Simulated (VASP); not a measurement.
Write the native input for VASP 6.6.1 that does the following.

```
Task                   : single point
Functional             : PBEsol
Potentials or basis    : VASP PAW PBE potentials, release 64 (K_sv, Mg, F)
Cutoff                 : 520 eV
k mesh                 : 6 × 6 × 6
Occupations            : gaussian, width 0.05 eV
Spin                   : no spin polarisation
Dipole correction      : no
Further INCAR settings : ALGO = Normal; EDIFF = 1e-07; NBANDS = 24
```

The structure of KMgF3 lies in POSCAR:

```
KMgF3
1.0
    4.0456885000      0.0000000000      0.0000000000
    0.0000000000      4.0456885000      0.0000000000
    0.0000000000      0.0000000000      4.1054770000
K Mg F
1 1 3
Direct
    0.5000000000      0.5000000000      0.5000000000
    0.0000000000      0.0000000000      0.0000000000
    0.5000000000      0.0000000000      0.0000000000
    0.0000000000      0.5000000000      0.0000000000
    0.0000000000      0.0000000000      0.5000000000
```

This cell differs from its parent crystal: strain +0.015 along x and y, +0.030 along z.

The input as run:

INCAR

```
SYSTEM = KMgF3
ALGO = Normal
EDIFF = 1E-7
ENCUT = 520
GGA = PS
ISIF = 2
ISMEAR = 0
LASPH = .True.
LCHARG = .False.
LREAL = .False.
LWAVE = .False.
NBANDS = 24
NELM = 80
PREC = Accurate
SIGMA = 0.05
```

KPOINTS

```
k-points
0
Gamma
  6 6 6
  0 0 0
```

Potentials or basis: VASP PAW PBE potentials, release 64 (K_sv, Mg, F).

Command:

```console
$ cat potpaw_PBE.64/K_sv/POTCAR potpaw_PBE.64/Mg/POTCAR potpaw_PBE.64/F/POTCAR > POTCAR
$ mpirun -np 1 vasp_std > vasp.out
```

It gave:

- Pressure: -3.9 GPa
- Band gap on the k mesh: 6.69 eV (least direct gap 7.02 eV)

Caveat: the cell differs from its parent crystal (strain +0.015 along x and y, +0.030 along z); the cell stands under tension; the PAW data sets were made with another functional, which shifts forces and pressure a little.

Run time: 59 s on 1 thread of Intel(R) Xeon(R) Platinum 8488C (Sapphire Rapids) (shared host), peak memory 0.21 GiB.
